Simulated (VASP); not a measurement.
Runs of VASP 6.6.1 on Pt. The structure is that of space group Fm-3m (No. 225), or close to it. The cells are those of the table. 

```csv
task,level,cell,cutoff (eV),gap on the mesh (eV),pressure (GPa),relaxed volume (Å³/atom)
single point,r2SCAN,"a = 2.787 Å, angles 60.0°, 1 atom",520,none,0.7,-
relaxation of cell and atoms,r2SCAN,"relaxed from a = 2.774 Å, angles 60.0°, 1 atom",600,none,0.0,15.35
relaxation of cell and atoms,r2SCAN+D4,"relaxed from a = 2.774 Å, angles 60.0°, 1 atom",600,none,0.0,(a)
single point,r2SCAN+D4,"a = 2.780 Å, angles 60.0°, 1 atom",520,none,0.7,-
```

Alike in all rows: potentials or basis VASP PAW PBE potentials, release 64 (Pt); no spin polarisation; k mesh 19 × 19 × 19; smearing fermi-dirac 0.1 eV.

Q: Estimate the missing entries.

A: (a) 15.23.

Caveats: the PAW data sets were made with another functional, which shifts forces and pressure a little; spin-orbit coupling is left out, which moves the levels of the heavy elements.

A k mesh can miss the band edges, and the runs leave out spin-orbit coupling on Pt.

A gap of «none» marks levels without a gap at the run's occupations.
